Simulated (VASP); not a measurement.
# PdBr (rocksalt type) (Fm-3m) in VASP: a series of runs

Aim: see how the results for PdBr (rocksalt type) move with the level of theory and the settings. Levels: PBE, PBE+D3(BJ). Tasks: single point, relaxation of cell and atoms.

Program: VASP 6.6.1. These are calculated values, not measurements. Logs are shortened: lines on timing, memory, paths and dates and some standing lists are left out, and cuts for length are marked.

**1. The cell of the first run**

It takes space group Fm-3m (No. 225, cubic). Conventional cell: a = 5.493 Å, b = 5.493 Å, c = 5.493 Å, α = 90.00°, β = 90.00°, γ = 90.00°. Within 3.6 Å of Pd (site symmetry m-3m) lie 6 Br at 2.75 Å. Within 3.6 Å of Br (site symmetry m-3m) lie 6 Pd at 2.75 Å.

**2. Single point, PBE**

INCAR

```
ALGO     = Normal         # electronic algorithm
EDIFF    = 1E-6           # SCF threshold, eV
ENCUT    = 520            # plane-wave cutoff, eV
GGA      = PE             # functional
ISIF     = 2              # what is computed and relaxed
ISMEAR   = -1             # smearing method
LASPH    = True           # aspherical terms in the spheres
LCHARG   = True           # write CHGCAR
LELF     = True           # ELF
LREAL    = False          # projectors in reciprocal space
LVHAR    = True         
LWAVE    = False          # write WAVECAR
NBANDS   = 16             # bands
NELM     = 100            # most SCF steps
PREC     = Accurate       # precision mode
SIGMA    = 0.1            # smearing width, eV
```

KPOINTS

```
k-points
0
Gamma
  13 13 13
```

POSCAR

```
PdBr
1.0
    0.0000000000      2.7464078704      2.7464078704
    2.7464078704      0.0000000000      2.7464078704
    2.7464078704      2.7464078704      0.0000000000
Pd Br
1 1
Direct
    0.0000000000      0.0000000000      0.0000000000
    0.5000000000      0.5000000000      0.5000000000
```

Potentials or basis: VASP PAW PBE potentials, release 64 (Pd, Br).

Run with:

```console
> cat potpaw_PBE.64/Pd/POTCAR potpaw_PBE.64/Br/POTCAR > POTCAR
> mpirun -np 1 vasp_std > vasp.out
```

OUTCAR:

```text
EDIFF = 1E-6
   ENCUT = 520
   GGA = PE
   ISIF = 2
   ISMEAR = -1
   LASPH = True
   LREAL = False
   NELM = 100
   PREC = Accurate

 ion  position               nearest neighbor table
   1  0.000  0.000  0.000-   2 2.75   2 2.75   2 2.75   2 2.75   2 2.75   2 2.75
   2  0.500  0.500  0.500-   1 2.75   1 2.75   1 2.75   1 2.75   1 2.75   1 2.75

  LATTYP: Found a face centered cubic cell.
 ALAT       =     5.4928157408

  Lattice vectors:

 A1 = (   0.0000000000,   2.7464078704,   2.7464078704)
 A2 = (   2.7464078704,   0.0000000000,   2.7464078704)
 A3 = (   2.7464078704,   2.7464078704,   0.0000000000)

Analysis of symmetry for initial positions (statically):
=====================================================================
 Subroutine PRICEL returns:
 Original cell was already a primitive cell.

 Routine SETGRP: Setting up the symmetry group for a
 face centered cubic supercell.

 Subroutine GETGRP returns: Found 48 space group operations
 (whereof 48 operations were pure point group operations)
 out of a pool of 48 trial point group operations.

The static configuration has the point symmetry O_h .

Analysis of symmetry for dynamics (positions and initial velocities):
=====================================================================
 Subroutine PRICEL returns:
 Original cell was already a primitive cell.

 Routine SETGRP: Setting up the symmetry group for a
 face centered cubic supercell.

 Subroutine GETGRP returns: Found 48 space group operations
 (whereof 48 operations were pure point group operations)
 out of a pool of 48 trial point group operations.

The dynamic configuration has the point symmetry O_h .

 Subroutine INISYM returns: Found 48 space group operations
 (whereof 48 operations are pure point group operations),
 and found     1 'primitive' translations

----------------------------------------------------------------------------------------

                                     Primitive cell

  volume of cell :      41.4310

  direct lattice vectors                    reciprocal lattice vectors
     0.000000000  2.746407870  2.746407870    -0.182055989  0.182055989  0.182055989
     2.746407870  0.000000000  2.746407870     0.182055989 -0.182055989  0.182055989
     2.746407870  2.746407870  0.000000000     0.182055989  0.182055989 -0.182055989

  length of vectors
     3.884007258  3.884007258  3.884007258     0.315330222  0.315330222  0.315330222

  position of ions in fractional coordinates (direct lattice)
     0.000000000  0.000000000  0.000000000
     0.500000000  0.500000000  0.500000000

  ion indices of the primitive-cell ions
   primitive index   ion index
                 1           1
                 2           2

----------------------------------------------------------------------------------------

 KPOINTS: k-points

Automatic generation of k-mesh.
 Grid dimensions read from file:
 generate k-points for:   13   13   13

 Generating k-lattice:

  Cartesian coordinates                     Fractional coordinates (reciprocal lattice)
    -0.014004307  0.014004307  0.014004307     0.076923077  0.000000000  0.000000000
     0.014004307 -0.014004307  0.014004307     0.000000000  0.076923077  0.000000000
     0.014004307  0.014004307 -0.014004307     0.000000000  0.000000000  0.076923077

  Length of vectors
     0.024256171  0.024256171  0.024256171

  Shift w.r.t. Gamma in fractional coordinates (k-lattice)
     0.000000000  0.000000000  0.000000000

 Subroutine IBZKPT returns following result:
 ===========================================

 Found     84 irreducible k-points:

 Following reciprocal coordinates:
            Coordinates               Weight
  0.000000  0.000000  0.000000      1.000000
  0.076923  0.000000  0.000000      8.000000
  0.153846  0.000000  0.000000      8.000000
  0.230769  0.000000  0.000000      8.000000
  0.307692  0.000000  0.000000      8.000000
  0.384615  0.000000  0.000000      8.000000
[... 16 lines left out ...]
  0.384615  0.153846  0.000000     24.000000
  0.461538  0.153846  0.000000     24.000000
 [... further k-points ...]
   k-points           NKPTS =     84   k-points in BZ     NKDIM =     84   number of bands    NBANDS=     16
   number of dos      NEDOS =    301   number of ions     NIONS =      2
   total plane-waves  NPLWV =  27000
   dimension x,y,z NGX =    30 NGY =   30 NGZ =   30
   dimension x,y,z NGXF=    60 NGYF=   60 NGZF=   60
   ions per type =               1   1
   NGX,Y,Z   is equivalent  to a cutoff of  12.84, 12.84, 12.84 a.u.
   NGXF,Y,Z  is equivalent  to a cutoff of  25.68, 25.68, 25.68 a.u.
 SYSTEM =  unknown system
   PREC   = accura    normal or accurate (medium, high low for compatibility)
   ISTART =      0    job   : 0-new  1-cont  2-samecut
   ICHARG =      2    charge: 1-file 2-atom 10-const
   ISPIN  =      1    spin polarized calculation?
   LNONCOLLINEAR =      F non collinear calculations
   LSORBIT =      F    spin-orbit coupling
   LASPH  =      T    aspherical Exc in radial PAW
   ENCUT  =  520.0 eV  38.22 Ry    6.18 a.u.   7.22  7.22  7.22*2*pi/ulx,y,z
   NELM   =    100;   NELMIN=  2; NELMDL= -5     # of ELM steps
   EDIFF  = 0.1E-05   stopping-criterion for ELM
   LREAL  =      F    real-space projection
   EDIFFG = 0.1E-04   stopping-criterion for IOM
   NSW    =      0    number of steps for IOM
   IBRION =     -1    ionic relax: 0-MD 1-quasi-New 2-CG
   NFREE  =      0    steps in history (QN), initial steepest desc. (CG)
   ISIF   =      2    stress and relaxation
   ISYM   =      2    0-nonsym 1-usesym 2-fastsym
   POTIM  = 0.5000    time-step for ionic-motion
   TEBEG  =    0.0;   TEEND  =   0.0 temperature during run
   PSTRESS=    0.0 pullay stress
   NELECT =      17.0000    total number of electrons
   NUPDOWN=      -1.0000    fix difference up-down
   EMIN   =  10.00;   EMAX   =-10.00  energy-range for DOS
   EFERMI =   0.00;   METHOD = LEGACY
   ISMEAR =    -1;   SIGMA  =   0.10  broadening in eV -4-tet -1-fermi 0-gaus
   EFERMI_NEDOS =   21; number of points for ismear=-14 and -15
   IALGO  =     38    algorithm
   IMIX   =      4    mixing-type and parameters
     AMIX     =   0.40;   BMIX     =  1.00
     AMIX_MAG =   1.60;   BMIX_MAG =  1.00
  volume/ion in A,a.u.               =      20.72       139.79
  Fermi-wavevector in a.u.,A,eV,Ry     =   1.216511  2.298873 20.135254  1.479899
  Thomas-Fermi vector in A             =   2.351863
   LORBIT       =      0    0 simple, 1 ext, 2 COOP (PROOUT), +10 PAW based schemes
   GGA     = PE    functional components
   LHFCALC =     F    Hartree Fock is set to
   AEXX    =    0.0000 exact exchange contribution
   IVDW    =     0    specifies the selected vdW correction
   LEPSILON=     F    determine dielectric tensor
   LRPA    =     F    only Hartree local field effects (RPA)
 non-spin polarized calculation
  energy-cutoff  :      520.00
  volume of cell :       41.43
 maximum number of plane-waves:      1139
 NGX is ok and might be reduce to    30
   NGX = 15   NGY = 15   NGZ = 15

 number of electron      17.0000001 magnetization

 Free energy of the ion-electron system (eV)
  ---------------------------------------------------
  ext. energy  EPLUGINS =         0.00000000
  ---------------------------------------------------
  free energy    TOTEN  =        -6.79852024 eV

  energy without entropy =       -6.75143929  energy(sigma->0) =       -6.77497977

 E-fermi :   5.6659     XC(G=0): -10.6288

 val. band max:        5.6447534122   @ k =   0.4615   0.1538   0.0000
 cond. band min:       5.7048650365   @ k =  -0.4615   0.3077   0.1538
 fundamental gap:      0.0601116243
 Fermi energy:         5.6658928887

 k-point     1 :       0.0000    0.0000    0.0000
  band No.  band energies     occupation
      1     -10.8982      2.00000
      2       2.7350      2.00000
      3       2.7350      2.00000
      4       2.7350      2.00000
      5       3.5296      2.00000
      6       3.5297      2.00000
[... 8 lines left out ...]
     15      18.4911      0.00000
     16      18.4911      0.00000

 k-point     2 :       0.0769    0.0000    0.0000
  band No.  band energies     occupation
      1     -10.8666      2.00000
      2       2.3001      2.00000
      3       2.4088      2.00000
      4       2.4088      2.00000
      5       3.5917      2.00000
      6       3.5917      2.00000
[... 8 lines left out ...]
     15      17.6319      0.00000
     16      17.6319      0.00000

 k-point     3 :       0.1538    0.0000    0.0000
  band No.  band energies     occupation
      1     -10.7770      2.00000
      2       1.4844      2.00000
      3       1.9220      2.00000
      4       1.9220      2.00000
      5       3.6819      2.00000
      6       3.6819      2.00000
[... 8 lines left out ...]
     15      17.0837      0.00000
     16      17.2769      0.00000

 k-point     4 :       0.2308    0.0000    0.0000
  band No.  band energies     occupation
      1     -10.6452      2.00000
      2       0.6462      2.00000
      3       1.4900      2.00000
      4       1.4900      2.00000
      5       3.8138      2.00000
      6       3.8138      2.00000
[... 8 lines left out ...]
     15      17.1938      0.00000
     16      17.3591      0.00000

 k-point     5 :       0.3077    0.0000    0.0000
  band No.  band energies     occupation
      1     -10.4975      2.00000
      2      -0.0775      2.00000
      3       1.1502      2.00000
      4       1.1502      2.00000
      5       3.9609      2.00000
      6       3.9609      2.00000
[... 8 lines left out ...]
     15      17.6081      0.00000
     16      17.6081      0.00000

 k-point     6 :       0.3846    0.0000    0.0000
  band No.  band energies     occupation
      1     -10.3681      2.00000
      2      -0.6071      2.00000
      3       0.9173      2.00000
      4       0.9173      2.00000
      5       4.0889      2.00000
      6       4.0889      2.00000
[... 8 lines left out ...]
     15      18.1406      0.00000
     16      18.1406      0.00000
[... 267 lines left out ...]
 k-point    21 :       0.2308    0.1538    0.0000
  band No.  band energies     occupation
      1     -10.6524      2.00000
      2       0.5642      2.00000
      3       1.8843      2.00000
      4       1.9544      2.00000
      5       3.4531      2.00000
      6       3.7341      2.00000
[... 8 lines left out ...]
     15      19.1492      0.00000
     16      19.3535      0.00000

 k-point    22 :       0.3077    0.1538    0.0000
  band No.  band energies     occupation
      1     -10.5321      2.00000
      2       0.1487      2.00000
      3       1.3921      2.00000
      4       1.5842      2.00000
      5       3.5676      2.00000
      6       3.9514      2.00000
[... 8 lines left out ...]
     15      19.0374      0.00000
     16      19.3105      0.00000

 k-point    23 :       0.3846    0.1538    0.0000
  band No.  band energies     occupation
      1     -10.4080      2.00000
      2      -0.2307      2.00000
      3       0.9950      2.00000
      4       1.2531      2.00000
      5       3.7271      2.00000
      6       4.1181      2.00000
[... 8 lines left out ...]
     15      19.1920      0.00000
     16      19.2873      0.00000

 k-point    24 :       0.4615    0.1538    0.0000
  band No.  band energies     occupation
      1     -10.3101      2.00000
      2      -0.5224      2.00000
      3       0.7670      2.00000
      4       1.0063      2.00000
      5       3.9054      2.00000
      6       4.1998      2.00000
[... 8 lines left out ...]
     15      19.1665      0.00000
     16      19.6076      0.00000

 [... further k-points ...]

------------------------ aborting loop because EDIFF is reached ----------------------------------------

  FORCE on cell =-STRESS in cart. coord.  units (eV):
  Direction    XX          YY          ZZ          XY          YZ          ZX
  --------------------------------------------------------------------------------------
  -------------------------------------------------------------------------------------
  Total       -0.0082277     -0.0082277     -0.0082277      0.0000000     -0.0000000      0.0000000
  in kB       -0.3181748     -0.3181748     -0.3181748      0.0000000     -0.0000000      0.0000000
  external PRESSURE =      -0.3181748 kB  Pullay stress =       0.0000000 kB

 VOLUME and BASIS-vectors are now :
 -----------------------------------------------------------------------------
  energy-cutoff  :      520.00
  volume of cell :       41.43
      direct lattice vectors                 reciprocal lattice vectors
     0.000000000  2.746407870  2.746407870    -0.182055989  0.182055989  0.182055989
     2.746407870  0.000000000  2.746407870     0.182055989 -0.182055989  0.182055989
     2.746407870  2.746407870  0.000000000     0.182055989  0.182055989 -0.182055989

 POSITION                                       TOTAL-FORCE (eV/Angst)
 -----------------------------------------------------------------------------------
      0.00000      0.00000      0.00000         0.000000      0.000000      0.000000
      2.74641      2.74641      2.74641        -0.000000     -0.000000     -0.000000
 -----------------------------------------------------------------------------------
    total drift:                               -0.000000      0.000000      0.000000

  FREE ENERGIE OF THE ION-ELECTRON SYSTEM (eV)
  ---------------------------------------------------
  free  energy   TOTEN  =        -6.7985202415 eV

  energy  without entropy=       -6.7514392920  energy(sigma->0) =       -6.77497977
```

It took 65 s on 1 thread of Intel Xeon 6975P-C, shared host; peak memory 0.21 GiB.

What came out:

```yaml
Free_energy: -6.7985 eV
Pressure: 0.0 GPa
```

Caveat: an odd number of electrons without spin polarisation forces a metal; a magnetic or distorted state may lie lower.

**3. Single point, PBE+D3(BJ)**

INCAR

```
PREC = Accurate ; ENCUT = 520
EDIFF = 1E-6 ; ISMEAR = -1
SIGMA = 0.1 ; LREAL = F
LASPH = T ; NELM = 60
ALGO = Normal ; ISIF = 2
LWAVE = F ; LCHARG = T
GGA = PE ; IVDW = 12
LELF = T ; LVHAR = T
NBANDS = 16
```

KPOINTS

```
Automatic mesh
0
Gamma
  13 13 13
```

POSCAR is that of step 2.

Potentials or basis: VASP PAW PBE potentials, release 64 (Pd, Br).

Run with:

```console
> cat potpaw_PBE.64/Pd/POTCAR potpaw_PBE.64/Br/POTCAR > POTCAR
> mpirun -np 1 vasp_std > vasp.out
```

Wall time 64 s (1 thread of Intel Xeon 6975P-C, shared host); peak memory 0.22 GiB.

It converged, with:

```yaml
Free_energy: -7.6277 eV
Pressure: -3.3 GPa
Dispersion_energy_per_atom: -0.415 eV
```

Levels at points of the mesh, in eV from the Fermi level:
```tsv
k point	band 7	band 8	band 9	band 10	band 11	band 12
(0.00, 0.00, 0.00)	-2.10	-2.10	-2.10	0.82	10.14	10.14
```

Caveat: three body term missing; an odd number of electrons without spin polarisation forces a metal; a magnetic or distorted state may lie lower; pairwise dispersion overbinds metals, which lowers pressure and volume.

**4. Relaxation of cell and atoms, PBE**

This run uses another cell than the first one, of 15.14 Å³/atom, 0.731 times its volume.

INCAR

```
ALGO = Normal
EDIFF = 1E-7
EDIFFG = -0.005
ENCUT = 600
GGA = PE
IBRION = 2
ISIF = 3
ISMEAR = -1
LASPH = T
LCHARG = F
LREAL = F
LWAVE = F
NELM = 100
NSW = 60
PREC = Accurate
SIGMA = 0.1
```

KPOINTS

```
k-points
0
Gamma
  13 13 13
```

POSCAR

```
PdBr
1.0
    0.0000000000      2.4738759196      2.4738759196
    2.4738759196      0.0000000000      2.4738759196
    2.4738759196      2.4738759196      0.0000000000
Pd Br
1 1
Direct
    0.0000000000      0.0000000000      0.0000000000
    0.5000000000      0.5000000000      0.5000000000
```

Run with:

```console
> cat potpaw_PBE.64/Pd/POTCAR potpaw_PBE.64/Br/POTCAR > POTCAR
> mpirun -np 1 vasp_std > vasp.out
```

Wall time 4.2 min (1 thread of Intel Xeon 6975P-C, shared host); peak memory 0.2 GiB.

The run converged. Its results:

```yaml
Free_energy: -6.7951 eV
Relaxed_volume: 20.71 Å³/atom
Relaxed_cell: a = 3.884 Å, b = 3.884 Å, c = 3.884 Å, α = 60.00°, β = 60.00°, γ = 60.00°
Space_group_after_relaxing_to_0.05_Å: Fm-3m (No. 225)
Energy_gained_by_relaxing: 611.8 meV/atom
Ionic_steps: 21
Pressure_after_relaxing: 0.0 GPa
```

Step by step:
```tsv
step	energy change (eV)	largest force (eV/Å)	pressure (GPa)	volume (Å³)
1	0.0000	0.0000	49.12	30.28
2	-0.6993	0.0000	-8.64	55.52
3	-1.2235	0.0000	-0.28	41.61
4	-1.2237	0.0000	0.11	41.36
5	-1.2237	0.0000	0.11	41.36
6	-1.2237	0.0000	0.11	41.36
7	-1.2237	0.0000	0.11	41.36
8	-1.2237	0.0000	0.11	41.36
9	-1.2237	0.0000	0.11	41.36
10	-1.2237	0.0000	0.11	41.36
11	-1.2237	0.0000	0.11	41.36
12	-1.2237	0.0000	0.11	41.36
13	-1.2237	0.0000	0.11	41.36
14	-1.2237	0.0000	0.11	41.36
15	-1.2237	0.0000	0.11	41.36
16	-1.2237	0.0000	0.11	41.36
17	-1.2237	0.0000	0.10	41.37
18	-1.2237	0.0000	0.09	41.37
19	-1.2237	0.0000	0.08	41.38
20	-1.2237	0.0000	0.06	41.39
21	-1.2237	0.0000	0.01	41.42
```

Final structure:
```yaml
crystal:
  lattice:
    - [0.00000, 2.74624, 2.74624]
    - [2.74624, 0.00000, 2.74624]
    - [2.74624, 2.74624, 0.00000]
  atoms:
    - { symbol: Pd, position: [0.00000, 0.00000, 0.00000] }
    - { symbol: Br, position: [0.50000, 0.50000, 0.50000] }
```

Levels at points of the mesh, in eV from the Fermi level:
| k point | band 5 | band 6 | band 7 | band 8 | band 9 | band 10 | band 11 | band 12 |
| --- | --- | --- | --- | --- | --- | --- | --- | --- |
| (0.00, 0.00, 0.00) | -2.14 | -2.14 | -2.10 | -2.10 | -2.10 | 0.82 | 10.14 | 10.14 |

Caveat: the volume moved by over 15 % at a fixed basis, so the end points are rough; an odd number of electrons without spin polarisation forces a metal; a magnetic or distorted state may lie lower.

**5. Summary**

| task | level | cell | cutoff (eV) | gap on the mesh (eV) | pressure (GPa) |
| --- | --- | --- | --- | --- | --- |
| single point | PBE | a = 3.884 Å, angles 60.0°, 2 atoms | 520 | none | 0.0 |
| single point | PBE+D3(BJ) | a = 3.884 Å, angles 60.0°, 2 atoms | 520 | none | -3.3 |
| relaxation of cell and atoms | PBE | relaxed from a = 3.499 Å, angles 60.0°, 2 atoms | 600 | none | 0.0 |

Alike in all rows: potentials or basis VASP PAW PBE potentials, release 64 (Pd, Br); no spin polarisation; k mesh 13 × 13 × 13; smearing fermi-dirac 0.1 eV.

Caveats: an odd number of electrons without spin polarisation forces a metal; a magnetic or distorted state may lie lower; three body term missing (some runs); pairwise dispersion overbinds metals, which lowers pressure and volume (some runs); the volume moved by over 15 % at a fixed basis, so the end points are rough (some runs).

Total energies depend on the potentials used, so only differences within one code and one set of settings carry meaning.
